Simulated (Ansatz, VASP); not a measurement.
**Two plane-wave programs on Sr**

The input INCAR:

```
SYSTEM = Sr
  ALGO = Fast
  EDIFF = 1E-6
  ENCUT = 520
  GGA = PE
  ISIF = 2
  ISMEAR = 0
  LASPH = .True.
  LCHARG = .False.
  LREAL = .False.
  LWAVE = .False.
  NBANDS = 17
  NELM = 80
  PREC = Accurate
  SIGMA = 0.1
```

File KPOINTS:

```
k-points
0
Gamma
  12 12 6
  0 0 0
```

The input POSCAR:

```
Sr
1.0
    4.3439199224      0.0000000000      0.0000000000
   -2.1719599613      3.7619450048      0.0000000000
    0.0000000000      0.0000000000      6.9997335000
Sr
2
Direct
    0.3333333333      0.6666666667      0.2500000000
    0.6666666667      0.3333333333      0.7500000000
```

Input for Ansatz:

```yaml
crystal:
  lattice:
    - [4.3439199224, 0.0, 0.0]
    - [-2.1719599613, 3.7619450048, 0.0]
    - [0.0, 0.0, 6.9997335]
  atoms:
    - { symbol: Sr, position: [0.3333333333, 0.6666666667, 0.25] }
    - { symbol: Sr, position: [0.6666666667, 0.3333333333, 0.75] }
basis:
  ecutwfc: 420
kpoints:
  mp_grid: { grid: [12, 12, 6] }
hamiltonian:
  xc: pbe
scf:
  occupations: { method: gaussian, width: 0.1 }
output:
  forces: true
  stress: true
  eigenvalues: true
```

Alike in both runs: task single point; functional PBE; k mesh 12 × 12 × 6; occupations gaussian, width 0.1 eV; no spin polarisation.

```csv
,VASP,Ansatz
version,VASP 6.6.1,Ansatz 0.2.0
potentials or method,"VASP PAW PBE potentials, release 64 (Sr_sv), cutoff 520 eV","scalar-relativistic, plane waves, PAW"
valence electrons in the cell,20,20
```

```csv
,VASP,Ansatz,Ansatz less VASP
gap on the k mesh at the Fermi level (eV),none,none,-
pressure (GPa),-0.4,-0.4,0.00
"traceless stress, the component that is largest in VASP (GPa)",0.24,0.24,+0.002
```

A gap of «none» marks a metal or a gap that the smearing closes.
